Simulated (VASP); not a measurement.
# SrCl2 (R3m) in VASP: a series of runs

Aim: see how the results for SrCl2 move with the level of theory and the settings. Levels: PBE, r2SCAN. Tasks: single point.

All numbers are computed with VASP 6.6.1; they aren't measurements. Logs are shortened: lines on timing, memory, paths and dates and some standing lists are left out, and cuts for length are marked.

### 1 The cell of the first run

It takes space group R3m (No. 160, trigonal). Conventional cell: a = 4.171 Å, b = 4.171 Å, c = 18.405 Å, α = 90.00°, β = 90.00°, γ = 120.00°. Sr (site symmetry 3m) has 6 Cl at 2.92 Å within 3.8 Å. Within 3.8 Å of Cl (site symmetry 3m) lie 3 Sr at 2.92 Å and 4 Cl at 3.30 to 3.72 Å. Within 3.8 Å of Cl (site symmetry 3m) lie 3 Sr at 2.92 Å and 4 Cl at 3.30 to 3.72 Å.

### 2 Single point, PBE

INCAR reads:

```
  ALGO = Normal
  EDIFF = 1E-6
  ENCUT = 520
  GGA = PE
  ISIF = 2
  ISMEAR = 0
  LASPH = True
  LCHARG = False
  LREAL = False
  LWAVE = False
  NBANDS = 19
  NELM = 100
  PREC = Accurate
  SIGMA = 0.01
```

KPOINTS reads:

```
k-points
0
Gamma
  6 6 6
```

POSCAR reads:

```
SrCl2
1.0
    2.0857437679      1.2042047259      6.1350482845
   -2.0857437679      1.2042047259      6.1350482845
    0.0000000000     -2.4084094518      6.1350482845
Sr Cl
1 2
Direct
    0.0002014275      0.0002014275      0.0002014275
    0.4227725673      0.4227725673      0.4227725673
    0.2436926719      0.2436926719      0.2436926719
```

Potentials or basis: VASP PAW PBE potentials, release 64 (Sr_sv, Cl).

The run is started by

```sh
$ cat potpaw_PBE.64/Sr_sv/POTCAR potpaw_PBE.64/Cl/POTCAR > POTCAR
$ mpirun -np 1 vasp_std > vasp.out
```

OUTCAR:

```text
EDIFF = 1E-6
   ENCUT = 520
   GGA = PE
   ISIF = 2
   ISMEAR = 0
   LASPH = True
   LREAL = False
   NELM = 100
   PREC = Accurate

 ion  position               nearest neighbor table
   1  0.000  0.000  0.000-   2 2.92   2 2.92   2 2.92   3 2.92   3 2.92   3 2.92
   2  0.423  0.423  0.423-   1 2.92   1 2.92   1 2.92
   3  0.244  0.244  0.244-   1 2.92   1 2.92   1 2.92

  LATTYP: Found a trigonal (rhomboedric) cell.
 ALAT       =     6.5908461930
 COS(alpha) =     0.7997052568

  Lattice vectors:

 A1 = (   2.0857437679,   1.2042047259,   6.1350482845)
 A2 = (  -2.0857437679,   1.2042047259,   6.1350482845)
 A3 = (   0.0000000000,  -2.4084094518,   6.1350482845)

Analysis of symmetry for initial positions (statically):
=====================================================================
 Subroutine PRICEL returns:
 Original cell was already a primitive cell.

 Routine SETGRP: Setting up the symmetry group for a
 trigonal (rhombohedral) supercell.

 Subroutine GETGRP returns: Found  6 space group operations
 (whereof  6 operations were pure point group operations)
 out of a pool of 12 trial point group operations.

The static configuration has the point symmetry C_3v.

Analysis of symmetry for dynamics (positions and initial velocities):
=====================================================================
 Subroutine PRICEL returns:
 Original cell was already a primitive cell.

 Routine SETGRP: Setting up the symmetry group for a
 trigonal (rhombohedral) supercell.

 Subroutine GETGRP returns: Found  6 space group operations
 (whereof  6 operations were pure point group operations)
 out of a pool of 12 trial point group operations.

The dynamic configuration has the point symmetry C_3v.

 Subroutine INISYM returns: Found  6 space group operations
 (whereof  6 operations are pure point group operations),
 and found     1 'primitive' translations

----------------------------------------------------------------------------------------

                                     Primitive cell

  volume of cell :      92.4550

  direct lattice vectors                    reciprocal lattice vectors
     2.085743768  1.204204726  6.135048284     0.239722639  0.138403930  0.054332634
    -2.085743768  1.204204726  6.135048284    -0.239722639  0.138403930  0.054332634
     0.000000000 -2.408409452  6.135048284     0.000000000 -0.276807860  0.054332634

  length of vectors
     6.590846193  6.590846193  6.590846193     0.282089749  0.282089749  0.282089749

  position of ions in fractional coordinates (direct lattice)
     0.000201428  0.000201428  0.000201428
     0.422772567  0.422772567  0.422772567
     0.243692672  0.243692672  0.243692672

  ion indices of the primitive-cell ions
   primitive index   ion index
                 1           1
                 2           2
                 3           3

----------------------------------------------------------------------------------------

 KPOINTS: k-points

Automatic generation of k-mesh.
 Grid dimensions read from file:
 generate k-points for:    6    6    6

 Generating k-lattice:

  Cartesian coordinates                     Fractional coordinates (reciprocal lattice)
     0.039953773  0.023067322  0.009055439     0.166666667  0.000000000  0.000000000
    -0.039953773  0.023067322  0.009055439     0.000000000  0.166666667  0.000000000
     0.000000000 -0.046134643  0.009055439     0.000000000  0.000000000  0.166666667

  Length of vectors
     0.047014958  0.047014958  0.047014958

  Shift w.r.t. Gamma in fractional coordinates (k-lattice)
     0.000000000  0.000000000  0.000000000

 Subroutine IBZKPT returns following result:
 ===========================================

 Found     32 irreducible k-points:

 Following reciprocal coordinates:
            Coordinates               Weight
  0.000000  0.000000  0.000000      1.000000
  0.166667  0.000000  0.000000      6.000000
  0.333333 -0.000000  0.000000      6.000000
  0.500000  0.000000  0.000000      3.000000
  0.166667  0.166667  0.000000      6.000000
  0.333333  0.166667  0.000000     12.000000
[... 16 lines left out ...]
  0.500000  0.500000  0.166667      6.000000
 -0.333333  0.500000  0.166667     12.000000
 [... further k-points ...]
   k-points           NKPTS =     32   k-points in BZ     NKDIM =     32   number of bands    NBANDS=     19
   number of dos      NEDOS =    301   number of ions     NIONS =      3
   total plane-waves  NPLWV = 125000
   dimension x,y,z NGX =    50 NGY =   50 NGZ =   50
   dimension x,y,z NGXF=   100 NGYF=  100 NGZF=  100
   ions per type =               1   2
   NGX,Y,Z   is equivalent  to a cutoff of  12.61, 12.61, 12.61 a.u.
   NGXF,Y,Z  is equivalent  to a cutoff of  25.22, 25.22, 25.22 a.u.
 SYSTEM =  unknown system
   PREC   = accura    normal or accurate (medium, high low for compatibility)
   ISTART =      0    job   : 0-new  1-cont  2-samecut
   ICHARG =      2    charge: 1-file 2-atom 10-const
   ISPIN  =      1    spin polarized calculation?
   LNONCOLLINEAR =      F non collinear calculations
   LSORBIT =      F    spin-orbit coupling
   LASPH  =      T    aspherical Exc in radial PAW
   ENCUT  =  520.0 eV  38.22 Ry    6.18 a.u.  12.25 12.25 12.25*2*pi/ulx,y,z
   NELM   =    100;   NELMIN=  2; NELMDL= -5     # of ELM steps
   EDIFF  = 0.1E-05   stopping-criterion for ELM
   LREAL  =      F    real-space projection
   EDIFFG = 0.1E-04   stopping-criterion for IOM
   NSW    =      0    number of steps for IOM
   IBRION =     -1    ionic relax: 0-MD 1-quasi-New 2-CG
   NFREE  =      0    steps in history (QN), initial steepest desc. (CG)
   ISIF   =      2    stress and relaxation
   ISYM   =      2    0-nonsym 1-usesym 2-fastsym
   POTIM  = 0.5000    time-step for ionic-motion
   TEBEG  =    0.0;   TEEND  =   0.0 temperature during run
   PSTRESS=    0.0 pullay stress
   NELECT =      24.0000    total number of electrons
   NUPDOWN=      -1.0000    fix difference up-down
   EMIN   =  10.00;   EMAX   =-10.00  energy-range for DOS
   EFERMI =   0.00;   METHOD = LEGACY
   ISMEAR =     0;   SIGMA  =   0.01  broadening in eV -4-tet -1-fermi 0-gaus
   EFERMI_NEDOS =   21; number of points for ismear=-14 and -15
   IALGO  =     38    algorithm
   IMIX   =      4    mixing-type and parameters
     AMIX     =   0.40;   BMIX     =  1.00
     AMIX_MAG =   1.60;   BMIX_MAG =  1.00
  volume/ion in A,a.u.               =      30.82       207.97
  Fermi-wavevector in a.u.,A,eV,Ry     =   1.044324  1.973485 14.838673  1.090612
  Thomas-Fermi vector in A             =   2.179071
   LORBIT       =      0    0 simple, 1 ext, 2 COOP (PROOUT), +10 PAW based schemes
   GGA     = PE    functional components
   LHFCALC =     F    Hartree Fock is set to
   AEXX    =    0.0000 exact exchange contribution
   IVDW    =     0    specifies the selected vdW correction
   LEPSILON=     F    determine dielectric tensor
   LRPA    =     F    only Hartree local field effects (RPA)
 non-spin polarized calculation
 Gauss-broadening in eV      SIGMA  =   0.01
  energy-cutoff  :      520.00
  volume of cell :       92.46
 maximum number of plane-waves:      2531
 NGX is ok and might be reduce to    50
   NGX = 25   NGY = 25   NGZ = 25

 number of electron      23.9999999 magnetization

 Free energy of the ion-electron system (eV)
  ---------------------------------------------------
  ext. energy  EPLUGINS =         0.00000000
  ---------------------------------------------------
  free energy    TOTEN  =       -12.16506367 eV

  energy without entropy =      -12.16506367  energy(sigma->0) =      -12.16506367

 E-fermi :  -0.0991     XC(G=0):  -7.8896

 val. band max:       -0.2261407871   @ k =   0.0000   0.0000   0.0000
 cond. band min:       4.1252099408   @ k =   0.0000   0.0000   0.0000
 fundamental gap:      4.3513507279
 Fermi energy:        -0.0991203162

 k-point     1 :       0.0000    0.0000    0.0000
  band No.  band energies     occupation
      1     -33.5290      2.00000
      2     -15.7509      2.00000
      3     -15.5041      2.00000
      4     -15.5041      2.00000
      5     -13.5524      2.00000
      6     -12.7265      2.00000
[... 11 lines left out ...]
     18       6.7632      0.00000
     19       7.7381      0.00000

 k-point     2 :       0.1667    0.0000    0.0000
  band No.  band energies     occupation
      1     -33.5250      2.00000
      2     -15.6997      2.00000
      3     -15.6382      2.00000
      4     -15.5189      2.00000
      5     -13.4040      2.00000
      6     -12.8001      2.00000
[... 11 lines left out ...]
     18       7.0785      0.00000
     19       8.6928      0.00000

 k-point     3 :       0.3333   -0.0000    0.0000
  band No.  band energies     occupation
      1     -33.5168      2.00000
      2     -15.8652      2.00000
      3     -15.5890      2.00000
      4     -15.5482      2.00000
      5     -13.1468      2.00000
      6     -12.9540      2.00000
[... 11 lines left out ...]
     18       7.6883      0.00000
     19       9.1524      0.00000

 k-point     4 :       0.5000    0.0000    0.0000
  band No.  band energies     occupation
      1     -33.5128      2.00000
      2     -15.9647      2.00000
      3     -15.5628      2.00000
      4     -15.5289      2.00000
      5     -13.0412      2.00000
      6     -13.0253      2.00000
[... 11 lines left out ...]
     18       7.9576      0.00000
     19       9.1098      0.00000

 k-point     5 :       0.1667    0.1667    0.0000
  band No.  band energies     occupation
      1     -33.5250      2.00000
      2     -15.7012      2.00000
      3     -15.6377      2.00000
      4     -15.5190      2.00000
      5     -13.3928      2.00000
      6     -12.8118      2.00000
[... 11 lines left out ...]
     18       7.0515      0.00000
     19       8.6430      0.00000

 k-point     6 :       0.3333    0.1667    0.0000
  band No.  band energies     occupation
      1     -33.5189      2.00000
      2     -15.7978      2.00000
      3     -15.6195      2.00000
      4     -15.5566      2.00000
      5     -13.1914      2.00000
      6     -12.9294      2.00000
[... 11 lines left out ...]
     18       7.5297      0.00000
     19       9.2977      0.00000

 k-point     7 :       0.5000    0.1667    0.0000
  band No.  band energies     occupation
      1     -33.5128      2.00000
      2     -15.9303      2.00000
      3     -15.6031      2.00000
      4     -15.5300      2.00000
      5     -13.0664      2.00000
      6     -12.9941      2.00000
[... 11 lines left out ...]
     18       8.4290      0.00000
     19       9.2793      0.00000

 k-point     8 :      -0.3333    0.1667   -0.0000
  band No.  band energies     occupation
      1     -33.5128      2.00000
      2     -15.9310      2.00000
      3     -15.6030      2.00000
      4     -15.5289      2.00000
      5     -13.0399      2.00000
      6     -13.0209      2.00000
[... 256 lines left out ...]
 k-point    20 :       0.5000    0.3333    0.1667
  band No.  band energies     occupation
      1     -33.5189      2.00000
      2     -15.7953      2.00000
      3     -15.6247      2.00000
      4     -15.5566      2.00000
      5     -13.1399      2.00000
      6     -12.9815      2.00000
[... 11 lines left out ...]
     18       7.6259      0.00000
     19       9.1217      0.00000

 k-point    21 :      -0.3333    0.3333    0.1667
  band No.  band energies     occupation
      1     -33.5128      2.00000
      2     -15.9285      2.00000
      3     -15.6032      2.00000
      4     -15.5317      2.00000
      5     -13.0915      2.00000
      6     -12.9700      2.00000
[... 11 lines left out ...]
     18       8.3208      0.00000
     19       9.4358      0.00000

 k-point    22 :      -0.1667    0.3333    0.1667
  band No.  band energies     occupation
      1     -33.5128      2.00000
      2     -15.9300      2.00000
      3     -15.6031      2.00000
      4     -15.5296      2.00000
      5     -13.0665      2.00000
      6     -12.9956      2.00000
[... 11 lines left out ...]
     18       8.5734      0.00000
     19       9.1125      0.00000

 k-point    23 :       0.5000    0.5000    0.1667
  band No.  band energies     occupation
      1     -33.5168      2.00000
      2     -15.8607      2.00000
      3     -15.5955      2.00000
      4     -15.5484      2.00000
      5     -13.0789      2.00000
      6     -13.0250      2.00000
[... 11 lines left out ...]
     18       7.8841      0.00000
     19       9.2390      0.00000

 k-point    24 :      -0.3333    0.5000    0.1667
  band No.  band energies     occupation
      1     -33.5128      2.00000
      2     -15.9274      2.00000
      3     -15.6032      2.00000
      4     -15.5324      2.00000
      5     -13.1012      2.00000
      6     -12.9617      2.00000
[... 11 lines left out ...]
     18       8.3153      0.00000
     19       9.5808      0.00000

 [... further k-points ...]

------------------------ aborting loop because EDIFF is reached ----------------------------------------

  FORCE on cell =-STRESS in cart. coord.  units (eV):
  Direction    XX          YY          ZZ          XY          YZ          ZX
  --------------------------------------------------------------------------------------
  -------------------------------------------------------------------------------------
  Total        0.7625978      0.7625978      0.7298034      0.0000000      0.0000000      0.0000000
  in kB       13.2152562     13.2152562     12.6469535      0.0000000      0.0000000      0.0000000
  external PRESSURE =      13.0258220 kB  Pullay stress =       0.0000000 kB

 VOLUME and BASIS-vectors are now :
 -----------------------------------------------------------------------------
  energy-cutoff  :      520.00
  volume of cell :       92.46
      direct lattice vectors                 reciprocal lattice vectors
     2.085743768  1.204204726  6.135048284     0.239722639  0.138403930  0.054332634
    -2.085743768  1.204204726  6.135048284    -0.239722639  0.138403930  0.054332634
     0.000000000 -2.408409452  6.135048284     0.000000000 -0.276807860  0.054332634

 POSITION                                       TOTAL-FORCE (eV/Angst)
 -----------------------------------------------------------------------------------
      0.00000      0.00000      0.00371         0.000000     -0.000000     -0.003637
      0.00000      0.00000      7.78119         0.000000     -0.000000     -0.000167
      0.00000      0.00000      4.48520         0.000000      0.000000      0.003803
 -----------------------------------------------------------------------------------
    total drift:                               -0.000000      0.000000     -0.000092

  FREE ENERGIE OF THE ION-ELECTRON SYSTEM (eV)
  ---------------------------------------------------
  free  energy   TOTEN  =       -12.1650636679 eV

  energy  without entropy=      -12.1650636679  energy(sigma->0) =      -12.16506367
```

Run time: 69 s. Hardware: 1 thread of Intel Xeon Platinum 8488C (Sapphire Rapids), shared host; peak memory 0.35 GiB.

Results:

* Free energy: -12.1651 eV
* Pressure: 1.3 GPa
* Largest force: 0.004 eV/Å
* Band gap on the k mesh: 4.35 eV, direct

Forces on the atoms (eV/Å):
```
Sr   0.000  0.000 -0.004
Cl   0.000  0.000  0.000
Cl   0.000  0.000  0.004
```

A k mesh can miss the band edges. PBE gaps usually lie below the measured ones, often by a third to a half.

(Continued in part 2 of 2.)
